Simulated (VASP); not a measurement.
Set up this calculation in VASP 6.6.1, as the native input.

```yaml
Task: relaxation of cell and atoms
Functional: PBE
Potentials_or_basis: VASP PAW PBE potentials, release 64 (Nb_sv, Ga_d, N)
Cutoff: 600 eV
k_mesh: 4 × 4 × 4
Occupations: gaussian, width 0.1 eV
Spin: no spin polarisation
Dipole_correction: no
Further_INCAR_settings: ALGO = Normal; EDIFF = 1e-06; IBRION = 2; EDIFFG = -0.04; NSW = 90; ISIF = 3
```

The structure of NbGa2N2 lies in POSCAR:

```
NbGa2N2
1.0
    4.1777606600      0.0000000000      0.0000000000
    0.0000000000      4.1777606600      0.0000000000
    0.0000000000      0.0000000000      4.1354412300
Nb Ga N
1 2 2
Direct
    0.5000000000      0.5000000000      0.0000000000
    0.5000000000      0.5000000000      0.5000000000
    0.0000000000      0.0000000000      0.0000000000
    0.0000000000      0.5000000000      0.0000000000
    0.5000000000      0.0000000000      0.0000000000
```

The input as run:

INCAR

```
PREC = Accurate
ENCUT = 600
EDIFF = 1E-6
ISMEAR = 0
SIGMA = 0.1
LREAL = F
LASPH = T
NELM = 100
ALGO = Normal
ISIF = 3
LWAVE = F
LCHARG = F
GGA = PE
IBRION = 2
NSW = 90
EDIFFG = -0.04
```

KPOINTS

```
regular mesh
0
Gamma
  4 4 4
```

Potentials or basis: VASP PAW PBE potentials, release 64 (Nb_sv, Ga_d, N).

The run is started by

```console
$ cat potpaw_PBE.64/Nb_sv/POTCAR potpaw_PBE.64/Ga_d/POTCAR potpaw_PBE.64/N/POTCAR > POTCAR
$ mpirun -np 1 vasp_std > vasp.out
```

Results of the run:

```yaml
Relaxed_volume: 18.97 Å³/atom
Relaxed_cell: a = 4.187 Å, b = 4.187 Å, c = 5.412 Å, α = 90.00°, β = 90.00°, γ = 90.00°
Space_group_after_relaxing_to_0.05_Å: P4/mmm (No. 123)
Energy_gained_by_relaxing: 912.3 meV/atom
Ionic_steps: 9
Pressure_after_relaxing: 0.1 GPa
```

Caveat: the k points lie up to 0.38 Å⁻¹ apart in the final cell; the volume moved by over 15 % at a fixed basis, so the end points are rough.

It took 2.6 min on 1 thread of Intel(R) Xeon(R) 6975P-C (Granite Rapids) (shared host), peak memory 0.23 GiB.
